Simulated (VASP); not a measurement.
A run of VASP 6.6.1 is set up as follows.

The input INCAR:

```
ALGO = Normal
EDIFF = 1E-6
ENCUT = 500
GGA = PE
GGA_COMPAT = F
ISIF = 2
ISMEAR = 0
LASPH = T
LCHARG = F
LREAL = F
LWAVE = F
NBANDS = 11
NELM = 120
PREC = Accurate
SIGMA = 0.02
```

File KPOINTS:

```
k-points
0
Gamma
  10 10 10
```

The input POSCAR:

```
BAs
1.0
    0.0000000000      2.4046204900      2.4046204900
    2.4046204900      0.0000000000      2.4046204900
    2.4046204900      2.4046204900      0.0000000000
B As
1 1
Direct
    0.0000000000      0.0000000000      0.0000000000
    0.2500000000      0.2500000000      0.2500000000
```

Potentials or basis: VASP PAW PBE potentials, release 64 (B, As).

Command:

```console
$ cat potpaw_PBE.64/B/POTCAR potpaw_PBE.64/As/POTCAR > POTCAR
$ mpirun -np 1 vasp_std > vasp.out
```

Problem. Estimate the band gap on the k mesh.

Solution. 1.20 eV, indirect (least direct gap 3.25 eV).

Problem. Estimate the pressure.

Solution. 0.6 GPa.

A k mesh can miss the band edges. As with any semilocal functional, this PBE gap is likely too small.
